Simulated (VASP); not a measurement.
Here is a VASP 6.6.1 calculation.

INCAR

```
PREC = Accurate
ENCUT = 600
EDIFF = 1E-7
ISMEAR = 0
SIGMA = 0.1
LREAL = F
LASPH = T
NELM = 60
ALGO = Normal
ISIF = 3
LWAVE = F
LCHARG = F
GGA = PS
IBRION = 2
NSW = 100
EDIFFG = -0.005
```

Contents of KPOINTS:

```
Automatic mesh
0
Gamma
  18 18 14
```

File POSCAR:

```
WC
1.0
    2.9065000000      0.0000000000      0.0000000000
   -1.4532500000      2.5171028361      0.0000000000
    0.0000000000      0.0000000000      2.8366000000
W C
1 1
Direct
    0.0000000000      0.0000000000      0.0000000000
    0.6666666667      0.3333333333      0.5000000000
```

Potentials or basis: VASP PAW PBE potentials, release 64 (W_sv, C).

Launch:

```console
$ cat potpaw_PBE.64/W_sv/POTCAR potpaw_PBE.64/C/POTCAR > POTCAR
$ mpirun -np 1 vasp_std > vasp.out
```

Task: Estimate the space group after relaxing (to 0.05 Å).

Result: P-6m2 (No. 187).

Task: What does it give for the relaxed volume?

Result: 10.32 Å³/atom.

Task: What does it give for the relaxed cell?

Result: a = 2.901 Å, b = 2.901 Å, c = 2.831 Å, α = 90.00°, β = 90.00°, γ = 120.00°.

Task: Predict the band gap on the k mesh.

Result: Zero (band 9 reaches 11.65 eV, above the bottom of band 10 at 10.41 eV).

Step by step:
```
step  energy change (eV)  largest force (eV/Å)  pressure (GPa)  volume (Å³)
   1              0.0000                0.0000           -2.36        20.75
   2              0.0065                0.0000            7.04        20.30
   3             -0.0009                0.0000           -0.02        20.63
   4             -0.0009                0.0000            0.02        20.63
   5             -0.0009                0.0000            0.05        20.63
   6             -0.0009                0.0000            0.03        20.63
```

Caveat: the PAW data sets were made with another functional, which shifts forces and pressure a little; spin-orbit coupling is left out, which moves the levels of the heavy elements.
